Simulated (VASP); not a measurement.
A run of VASP 6.6.1 is set up as follows.

The input INCAR:

```
ALGO = Normal ; EDIFF = 1E-7
EDIFFG = -0.01 ; ENCUT = 600
GGA = PS ; IBRION = 2
ISIF = 3 ; ISMEAR = -1
LASPH = T ; LCHARG = F
LREAL = F ; LWAVE = F
NELM = 100 ; NSW = 80
PREC = Accurate ; PSTRESS = 200.0
SIGMA = 0.05
```

KPOINTS

```
k-points
0
Gamma
  11 11 11
```

Contents of POSCAR:

```
Sn
1.0
   -1.7265390000      1.7755470000      2.3383420000
    1.7265390000     -1.7755470000      2.3383420000
    1.7265390000      1.7755470000     -2.3383420000
Sn
1
Direct
    0.0000000000      0.0000000000      0.0000000000
```

Potentials or basis: VASP PAW PBE potentials, release 64 (Sn_d).

The run is started by

```console
$ cat potpaw_PBE.64/Sn_d/POTCAR > POTCAR
$ mpirun -np 1 vasp_std > vasp.out
```

(1) What does it give for the relaxed volume?

(2) Predict the relaxed cell.

Results:

(1) 21.27 Å³/atom.

(2) a = 3.096 Å, b = 3.096 Å, c = 3.096 Å, α = 119.05°, β = 119.05°, γ = 91.65°.

Caveat: the cell is relaxed towards a set pressure, so the run minimises the enthalpy, not the energy; the volume moved by over 15 % at a fixed basis, so the end points are rough; the PAW data sets were made with another functional, which shifts forces and pressure a little.
